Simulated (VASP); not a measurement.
Set up this calculation in VASP 6.6.1, as the native input.

```
Task                   : single point
Functional             : r2SCAN
Potentials or basis    : VASP PAW PBE potentials, release 64 (Ag, Rh_pv)
Cutoff                 : 520 eV
k mesh                 : 11 × 11 × 6
Occupations            : fermi-dirac, width 0.05 eV
Spin                   : no spin polarisation
Dipole correction      : no
Further INCAR settings : ALGO = Normal; EDIFF = 1e-06; NBANDS = 20
```

Crystal: AgRh.

```
Ag Rh
1.0
     2.74005    0.00000    0.00000
    -1.37002    2.37295    0.00000
     0.00000    0.00000    4.74361
Ag Rh
1 1
Direct
  0.00000 0.00000 0.50000
  0.66667 0.33333 0.00000
```

One way to write it, as run:

POSCAR

```
AgRh
1.0
    2.7400486223      0.0000000000      0.0000000000
   -1.3700243112      2.3729517146      0.0000000000
    0.0000000000      0.0000000000      4.7436129252
Ag Rh
1 1
Direct
    0.0000000000      0.0000000000      0.5000000000
    0.6666666667      0.3333333333      0.0000000000
```

INCAR.step1

```
SYSTEM = AgRh
PREC     = Accurate       ! precision mode
ENCUT    = 520            ! plane-wave cutoff, eV
ISMEAR   = -1             ! smearing method
SIGMA    = 0.05           ! smearing width, eV
LREAL    = .FALSE.        ! projectors in reciprocal space
LASPH    = .TRUE.         ! aspherical terms in the spheres
NELM     = 60             ! most SCF steps
NBANDS   = 20             ! bands
GGA      = PE             ! functional
ALGO     = Normal         ! electronic algorithm
EDIFF    = 1E-4           ! SCF threshold, eV
LWAVE    = .TRUE.         ! write WAVECAR
LCHARG   = .FALSE.        ! write CHGCAR
```

INCAR.step2

```
SYSTEM = AgRh
PREC     = Accurate       ! precision mode
ENCUT    = 520            ! plane-wave cutoff, eV
EDIFF    = 1E-6           ! SCF threshold, eV
ISMEAR   = -1             ! smearing method
SIGMA    = 0.05           ! smearing width, eV
LREAL    = .FALSE.        ! projectors in reciprocal space
LASPH    = .TRUE.         ! aspherical terms in the spheres
NELM     = 60             ! most SCF steps
ALGO     = Normal         ! electronic algorithm
ISIF     = 2              ! what is computed and relaxed
LWAVE    = .FALSE.        ! write WAVECAR
LCHARG   = .FALSE.        ! write CHGCAR
METAGGA  = R2SCAN         ! meta-GGA
LMIXTAU  = .TRUE.       
NBANDS   = 20             ! bands
ISTART   = 1
```

KPOINTS

```
regular mesh
0
G
  11 11 6
  0 0 0
```

Potentials or basis: VASP PAW PBE potentials, release 64 (Ag, Rh_pv).

Launch:

```bash
$ cat potpaw_PBE.64/Ag/POTCAR potpaw_PBE.64/Rh_pv/POTCAR > POTCAR
$ cp INCAR.step1 INCAR
$ mpirun -np 1 vasp_std > vasp.out
$ cp INCAR.step2 INCAR
$ mpirun -np 1 vasp_std > vasp.out
```

It gave:

The pressure is 0.4 GPa and the band gap on the k mesh is zero (bands 13 and 14 overlap by 1.49 eV).

Caveat: the PAW data sets were made with another functional, which shifts forces and pressure a little.

It took 98 s on 1 thread of Intel Xeon 8259CL (shared host), peak memory 0.18 GiB.
